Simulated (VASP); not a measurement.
# SnO2 (fluorite type) (Fm-3m) in VASP: a series of runs

SnO2 (fluorite type) is run at these levels: PBE; tasks: single point.

Program: VASP 6.6.1. These are calculated values, not measurements. Logs are shortened: lines on timing, memory, paths and dates and some standing lists are left out, and cuts for length are marked.

## 1. The cell of the first run

Symmetry: Fm-3m, No. 225, cubic system. The conventional cell has a = 4.775 Å, b = 4.775 Å, c = 4.775 Å, α = 90.00°, β = 90.00°, γ = 90.00°. Sn (site symmetry m-3m) has 8 O at 2.07 Å within 2.7 Å. Within 2.7 Å of O (site symmetry -43m) lie 4 Sn at 2.07 Å and 6 O at 2.39 Å.

## 2. Single point, PBE (volume scaled by 0.8)

INCAR reads:

```
  PREC = Accurate
  ENCUT = 520
  EDIFF = 1E-7
  ISMEAR = -1
  SIGMA = 0.08
  LREAL = F
  LASPH = T
  NELM = 100
  ALGO = Normal
  ISIF = 2
  LWAVE = F
  LCHARG = F
  GGA = PE
  NBANDS = 20
```

KPOINTS reads:

```
Automatic mesh
0
Gamma
  12 12 12
```

POSCAR reads:

```
SnO2
1.0
    0.0000000000      2.3872561868      2.3872561868
    2.3872561868      0.0000000000      2.3872561868
    2.3872561868      2.3872561868      0.0000000000
Sn O
1 2
Direct
    0.0000000000      0.0000000000      0.0000000000
    0.2500000000      0.2500000000      0.2500000000
    0.7500000000      0.7500000000      0.7500000000
```

Potentials or basis: VASP PAW PBE potentials, release 64 (Sn_d, O).

The run is started by

```
cat potpaw_PBE.64/Sn_d/POTCAR potpaw_PBE.64/O/POTCAR > POTCAR
mpirun -np 1 vasp_std > vasp.out
```

OUTCAR:

```text
PREC = Accurate
   ENCUT = 520
   EDIFF = 1E-7
   ISMEAR = -1
   LREAL = F
   LASPH = T
   NELM = 100
   ISIF = 2
   GGA = PE

 ion  position               nearest neighbor table
   1  0.000  0.000  0.000-   3 2.07   3 2.07   3 2.07   2 2.07   3 2.07   2 2.07   2 2.07   2 2.07

   2  0.250  0.250  0.250-   1 2.07   1 2.07   1 2.07   1 2.07
   3  0.750  0.750  0.750-   1 2.07   1 2.07   1 2.07   1 2.07

  LATTYP: Found a face centered cubic cell.
 ALAT       =     4.7745123736

  Lattice vectors:

 A1 = (   0.0000000000,   2.3872561868,   2.3872561868)
 A2 = (   2.3872561868,   0.0000000000,   2.3872561868)
 A3 = (   2.3872561868,   2.3872561868,   0.0000000000)

Analysis of symmetry for initial positions (statically):
=====================================================================
 Subroutine PRICEL returns:
 Original cell was already a primitive cell.

 Routine SETGRP: Setting up the symmetry group for a
 face centered cubic supercell.

 Subroutine GETGRP returns: Found 48 space group operations
 (whereof 48 operations were pure point group operations)
 out of a pool of 48 trial point group operations.

The static configuration has the point symmetry O_h .

Analysis of symmetry for dynamics (positions and initial velocities):
=====================================================================
 Subroutine PRICEL returns:
 Original cell was already a primitive cell.

 Routine SETGRP: Setting up the symmetry group for a
 face centered cubic supercell.

 Subroutine GETGRP returns: Found 48 space group operations
 (whereof 48 operations were pure point group operations)
 out of a pool of 48 trial point group operations.

The dynamic configuration has the point symmetry O_h .

 Subroutine INISYM returns: Found 48 space group operations
 (whereof 48 operations are pure point group operations),
 and found     1 'primitive' translations

----------------------------------------------------------------------------------------

                                     Primitive cell

  volume of cell :      27.2099

  direct lattice vectors                    reciprocal lattice vectors
     0.000000000  2.387256187  2.387256187    -0.209445472  0.209445472  0.209445472
     2.387256187  0.000000000  2.387256187     0.209445472 -0.209445472  0.209445472
     2.387256187  2.387256187  0.000000000     0.209445472  0.209445472 -0.209445472

  length of vectors
     3.376090076  3.376090076  3.376090076     0.362770200  0.362770200  0.362770200

  position of ions in fractional coordinates (direct lattice)
     0.000000000  0.000000000  0.000000000
     0.250000000  0.250000000  0.250000000
     0.750000000  0.750000000  0.750000000

  ion indices of the primitive-cell ions
   primitive index   ion index
                 1           1
                 2           2
                 3           3

----------------------------------------------------------------------------------------

 KPOINTS: Automatic mesh

Automatic generation of k-mesh.
 Grid dimensions read from file:
 generate k-points for:   12   12   12

 Generating k-lattice:

  Cartesian coordinates                     Fractional coordinates (reciprocal lattice)
    -0.017453789  0.017453789  0.017453789     0.083333333  0.000000000  0.000000000
     0.017453789 -0.017453789  0.017453789     0.000000000  0.083333333  0.000000000
     0.017453789  0.017453789 -0.017453789     0.000000000  0.000000000  0.083333333

  Length of vectors
     0.030230850  0.030230850  0.030230850

  Shift w.r.t. Gamma in fractional coordinates (k-lattice)
     0.000000000  0.000000000  0.000000000

 Subroutine IBZKPT returns following result:
 ===========================================

 Found     72 irreducible k-points:

 Following reciprocal coordinates:
            Coordinates               Weight
  0.000000  0.000000  0.000000      1.000000
  0.083333  0.000000  0.000000      8.000000
  0.166667  0.000000  0.000000      8.000000
  0.250000  0.000000  0.000000      8.000000
  0.333333  0.000000  0.000000      8.000000
  0.416667  0.000000  0.000000      8.000000
[... 16 lines left out ...]
  0.500000  0.166667  0.000000     24.000000
 -0.416667  0.166667  0.000000     24.000000
 [... further k-points ...]
   k-points           NKPTS =     72   k-points in BZ     NKDIM =     72   number of bands    NBANDS=     20
   number of dos      NEDOS =    301   number of ions     NIONS =      3
   total plane-waves  NPLWV =  21952
   dimension x,y,z NGX =    28 NGY =   28 NGZ =   28
   dimension x,y,z NGXF=    56 NGYF=   56 NGZF=   56
   ions per type =               1   2
   NGX,Y,Z   is equivalent  to a cutoff of  13.79, 13.79, 13.79 a.u.
   NGXF,Y,Z  is equivalent  to a cutoff of  27.58, 27.58, 27.58 a.u.
 SYSTEM =  unknown system
   PREC   = accura    normal or accurate (medium, high low for compatibility)
   ISTART =      0    job   : 0-new  1-cont  2-samecut
   ICHARG =      2    charge: 1-file 2-atom 10-const
   ISPIN  =      1    spin polarized calculation?
   LNONCOLLINEAR =      F non collinear calculations
   LSORBIT =      F    spin-orbit coupling
   LASPH  =      T    aspherical Exc in radial PAW
   ENCUT  =  520.0 eV  38.22 Ry    6.18 a.u.   6.28  6.28  6.28*2*pi/ulx,y,z
   NELM   =    100;   NELMIN=  2; NELMDL= -5     # of ELM steps
   EDIFF  = 0.1E-06   stopping-criterion for ELM
   LREAL  =      F    real-space projection
   EDIFFG = 0.1E-05   stopping-criterion for IOM
   NSW    =      0    number of steps for IOM
   IBRION =     -1    ionic relax: 0-MD 1-quasi-New 2-CG
   NFREE  =      0    steps in history (QN), initial steepest desc. (CG)
   ISIF   =      2    stress and relaxation
   ISYM   =      2    0-nonsym 1-usesym 2-fastsym
   POTIM  = 0.5000    time-step for ionic-motion
   TEBEG  =    0.0;   TEEND  =   0.0 temperature during run
   PSTRESS=    0.0 pullay stress
   NELECT =      26.0000    total number of electrons
   NUPDOWN=      -1.0000    fix difference up-down
   EMIN   =  10.00;   EMAX   =-10.00  energy-range for DOS
   EFERMI =   0.00;   METHOD = LEGACY
   ISMEAR =    -1;   SIGMA  =   0.08  broadening in eV -4-tet -1-fermi 0-gaus
   EFERMI_NEDOS =   21; number of points for ismear=-14 and -15
   IALGO  =     38    algorithm
   IMIX   =      4    mixing-type and parameters
     AMIX     =   0.40;   BMIX     =  1.00
     AMIX_MAG =   1.60;   BMIX_MAG =  1.00
  volume/ion in A,a.u.               =       9.07        61.21
  Fermi-wavevector in a.u.,A,eV,Ry     =   1.612465  3.047117 35.375731  2.600043
  Thomas-Fermi vector in A             =   2.707691
   LORBIT       =      0    0 simple, 1 ext, 2 COOP (PROOUT), +10 PAW based schemes
   GGA     = PE    functional components
[... 5 lines left out ...]
 non-spin polarized calculation
  energy-cutoff  :      520.00
  volume of cell :       27.21
 maximum number of plane-waves:       754
 NGX is ok and might be reduce to    28
   NGX = 13   NGY = 13   NGZ = 13

 number of electron      25.9999998 magnetization

 Free energy of the ion-electron system (eV)
  ---------------------------------------------------
  ext. energy  EPLUGINS =         0.00000000
  ---------------------------------------------------
  free energy    TOTEN  =       -16.64276664 eV

  energy without entropy =      -16.64276662  energy(sigma->0) =      -16.64276663

 E-fermi :  12.1650     XC(G=0): -12.9367

 val. band max:       10.9086347958   @ k =  -0.2500   0.5000   0.2500
 cond. band min:      13.1431528712   @ k =   0.0000   0.0000   0.0000
 fundamental gap:      2.2345180754
 Fermi energy:        12.1650265324

 k-point     1 :       0.0000    0.0000    0.0000
  band No.  band energies     occupation
      1     -10.7265      2.00000
      2      -9.7646      2.00000
      3      -9.7646      2.00000
      4      -9.7646      2.00000
      5      -9.4030      2.00000
      6      -9.4030      2.00000
[... 12 lines left out ...]
     19      27.1858      0.00000
     20      27.1858      0.00000

 k-point     2 :       0.0833    0.0000    0.0000
  band No.  band energies     occupation
      1     -10.6397      2.00000
      2      -9.8245      2.00000
      3      -9.7526      2.00000
      4      -9.7526      2.00000
      5      -9.4042      2.00000
      6      -9.4042      2.00000
[... 12 lines left out ...]
     19      27.2412      0.00000
     20      27.2412      0.00000

 k-point     3 :       0.1667    0.0000    0.0000
  band No.  band energies     occupation
      1     -10.4689      2.00000
      2      -9.8815      2.00000
      3      -9.7222      2.00000
      4      -9.7222      2.00000
      5      -9.4046      2.00000
      6      -9.4046      2.00000
[... 12 lines left out ...]
     19      27.3953      0.00000
     20      27.8500      0.00000

 k-point     4 :       0.2500    0.0000    0.0000
  band No.  band energies     occupation
      1     -10.5259      2.00000
      2      -9.6883      2.00000
      3      -9.6883      2.00000
      4      -9.5630      2.00000
      5      -9.3967      2.00000
      6      -9.3966      2.00000
[... 12 lines left out ...]
     19      27.5956      0.00000
     20      29.3236      0.00000

 k-point     5 :       0.3333    0.0000    0.0000
  band No.  band energies     occupation
      1     -10.7118      2.00000
      2      -9.6659      2.00000
      3      -9.6659      2.00000
      4      -9.3761      2.00000
      5      -9.3761      2.00000
      6      -8.9396      2.00000
[... 12 lines left out ...]
     19      27.7209      0.00000
     20      29.5293      0.00000

 k-point     6 :       0.4167    0.0000    0.0000
  band No.  band energies     occupation
      1     -10.8550      2.00000
      2      -9.6572      2.00000
      3      -9.6572      2.00000
      4      -9.3527      2.00000
      5      -9.3527      2.00000
      6      -8.2422      2.00000
[... 12 lines left out ...]
     19      27.6370      0.00000
     20      29.1034      0.00000

 k-point     7 :       0.5000    0.0000    0.0000
  band No.  band energies     occupation
      1     -10.9067      2.00000
      2      -9.6556      2.00000
      3      -9.6556      2.00000
      4      -9.3425      2.00000
      5      -9.3425      2.00000
      6      -7.8494      2.00000
[... 12 lines left out ...]
     19      27.5104      0.00000
     20      28.9181      0.00000
[... 277 lines left out ...]
 k-point    20 :       0.2500    0.1667    0.0000
  band No.  band energies     occupation
      1     -10.2833      2.00000
      2     -10.0510      2.00000
      3      -9.6421      2.00000
      4      -9.5499      2.00000
      5      -9.4217      2.00000
      6      -9.3697      2.00000
[... 12 lines left out ...]
     19      27.5880      0.00000
     20      30.5949      0.00000

 k-point    21 :       0.3333    0.1667    0.0000
  band No.  band energies     occupation
      1     -10.4839      2.00000
      2      -9.9684      2.00000
      3      -9.6105      2.00000
      4      -9.4874      2.00000
      5      -9.3546      2.00000
      6      -9.0034      2.00000
[... 12 lines left out ...]
     19      27.8847      0.00000
     20      31.5863      0.00000

 k-point    22 :       0.4167    0.1667    0.0000
  band No.  band energies     occupation
      1     -10.6554      2.00000
      2      -9.9471      2.00000
      3      -9.5948      2.00000
      4      -9.4772      2.00000
      5      -9.3408      2.00000
      6      -8.3145      2.00000
[... 12 lines left out ...]
     19      28.1215      0.00000
     20      31.4416      0.00000

 k-point    23 :       0.5000    0.1667    0.0000
  band No.  band energies     occupation
      1     -10.7538      2.00000
      2      -9.9521      2.00000
      3      -9.5907      2.00000
      4      -9.4592      2.00000
      5      -9.3412      2.00000
      6      -7.5768      2.00000
[... 12 lines left out ...]
     19      27.9676      0.00000
     20      31.4275      0.00000

 k-point    24 :      -0.4167    0.1667    0.0000
  band No.  band energies     occupation
      1     -10.7569      2.00000
      2      -9.9801      2.00000
      3      -9.5924      2.00000
      4      -9.4404      2.00000
      5      -9.3632      2.00000
      6      -7.2890      2.00000
[... 12 lines left out ...]
     19      27.7331      0.00000
     20      31.8432      0.00000

 [... further k-points ...]

------------------------ aborting loop because EDIFF is reached ----------------------------------------

  FORCE on cell =-STRESS in cart. coord.  units (eV):
  Direction    XX          YY          ZZ          XY          YZ          ZX
  --------------------------------------------------------------------------------------
  -------------------------------------------------------------------------------------
  Total       12.3440165     12.3440165     12.3440165      0.0000000      0.0000000      0.0000000
  in kB      726.8419723    726.8419723    726.8419723      0.0000000      0.0000000      0.0000000
  external PRESSURE =     726.8419723 kB  Pullay stress =       0.0000000 kB

 VOLUME and BASIS-vectors are now :
 -----------------------------------------------------------------------------
  energy-cutoff  :      520.00
  volume of cell :       27.21
      direct lattice vectors                 reciprocal lattice vectors
     0.000000000  2.387256187  2.387256187    -0.209445472  0.209445472  0.209445472
     2.387256187  0.000000000  2.387256187     0.209445472 -0.209445472  0.209445472
     2.387256187  2.387256187  0.000000000     0.209445472  0.209445472 -0.209445472

 POSITION                                       TOTAL-FORCE (eV/Angst)
 -----------------------------------------------------------------------------------
      0.00000      0.00000      0.00000         0.000000     -0.000000      0.000000
      1.19363      1.19363      1.19363         0.000000      0.000000      0.000000
      3.58088      3.58088      3.58088        -0.000000     -0.000000     -0.000000
 -----------------------------------------------------------------------------------
    total drift:                               -0.000000     -0.000000      0.000000

  FREE ENERGIE OF THE ION-ELECTRON SYSTEM (eV)
  ---------------------------------------------------
  free  energy   TOTEN  =       -16.6427666374 eV

  energy  without entropy=      -16.6427666228  energy(sigma->0) =      -16.64276663
```

Wall time 26 s (1 thread of Intel Xeon Platinum 8488C (Sapphire Rapids), shared host); peak memory 0.18 GiB.

Results:

```yaml
Free_energy: -16.6428 eV
Pressure: 72.7 GPa
Band_gap_on_the_k_mesh: 2.23 eV, indirect (least direct gap 4.06 eV)
```

Levels at points of the mesh, in eV from the valence-band top:
```tsv
k point	band 10	band 11	band 12	band 13	band 14	band 15	band 16	band 17
(0.00, 0.00, 0.00)	-3.49	-1.83	-1.83	-1.83	2.23	7.67	7.67	7.67
(0.50, 0.00, 0.00)	-4.32	-4.32	-2.61	-2.61	6.75	8.68	12.15	12.15
(0.50, 0.50, 0.00)	-6.91	-0.32	-0.27	-0.27	4.12	8.96	10.87	14.54
```

Caveat: spin-orbit coupling is left out, which moves the levels of the heavy elements. A k mesh can miss the band edges.

[end of part 1 of 2]
